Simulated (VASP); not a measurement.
Set up this calculation in VASP 6.6.1, as the native input.

| Quantity | Value |
| --- | --- |
| Task | single point |
| Functional | PBE |
| Potentials or basis | VASP PAW PBE potentials, release 64 (Mg, Cd, Se) |
| Cutoff | 520 eV |
| k mesh | 6 × 6 × 4 |
| Occupations | gaussian, width 0.02 eV |
| Spin | no spin polarisation |
| Dipole correction | no |
| Further INCAR settings | ALGO = Normal; EDIFF = 1e-06; NBANDS = 26 |

The structure of Mg2CdSe3 lies in POSCAR:

```
Mg2CdSe3
1.0
    4.2909792033      0.0000000000      0.0000000000
   -2.1454896016      3.7160969972      0.0000000000
    0.0000000000      0.0000000000     10.4816801000
Mg Cd Se
2 1 3
Direct
    0.6666666667      0.3333333333      0.3352050000
    0.3333333333      0.6666666667      0.6620310000
    0.0000000000      0.0000000000      0.0022600000
    0.0000000000      0.0000000000      0.2576430000
    0.6666666667      0.3333333333      0.5832290000
    0.3333333333      0.6666666667      0.9096310000
```

These files were run (other wordings do the same):

INCAR

```
PREC = Accurate
ENCUT = 520
EDIFF = 1E-6
ISMEAR = 0
SIGMA = 0.02
LREAL = F
LASPH = T
NELM = 80
ALGO = Normal
ISIF = 2
LWAVE = F
LCHARG = F
GGA = PE
NBANDS = 26
```

KPOINTS

```
Automatic mesh
0
Gamma
  6 6 4
```

Potentials or basis: VASP PAW PBE potentials, release 64 (Mg, Cd, Se).

Run with:

```sh
$ cat potpaw_PBE.64/Mg/POTCAR potpaw_PBE.64/Cd/POTCAR potpaw_PBE.64/Se/POTCAR > POTCAR
$ mpirun -np 1 vasp_std > vasp.out
```

It gave:

```json
{
 "Pressure": "0.1 GPa",
 "Largest force": "0.034 eV/Å",
 "Band gap on the k mesh": "1.48 eV, direct"
}
```

Wall time 52 s on 1 thread of Intel(R) Xeon(R) 6975P-C (Granite Rapids), with other jobs on the host, peak memory 0.33 GiB.
